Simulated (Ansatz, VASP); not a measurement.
Two plane-wave programs on In

```
In
1.0
    -2.93475    2.93475    1.54551
     2.93475   -2.93475    1.54551
     2.93475    2.93475   -1.54551
In
2
Direct
  0.00000 0.00000 0.00000
  0.75000 0.25000 0.50000
```

Alike in both runs: functional PBEsol; k mesh 20 × 20 × 20; occupations gaussian, width 0.1 eV; no spin polarisation.

Ansatz relaxed the structure, and its values are those at the end. VASP's run is a single point on that final structure, the one shown.

|  | VASP | Ansatz |
| --- | --- | --- |
| version | VASP 6.6.1 | Ansatz 0.2.0 |
| potentials or method | VASP PAW PBE potentials, release 64 (In_d), cutoff 520 eV | scalar-relativistic, plane waves, PAW |
| valence electrons in the cell | 26 | 26 |

Ansatz gave:

- gap on the k mesh at the Fermi level (eV): none
- pressure (GPa): 0.0

Q: Which values does VASP return?

A: gap on the k mesh at the Fermi level (eV): none; pressure (GPa): -0.1.

VASP's potentials were made for PBE, not for PBEsol. A gap of «none» marks a metal or a gap that the smearing closes.
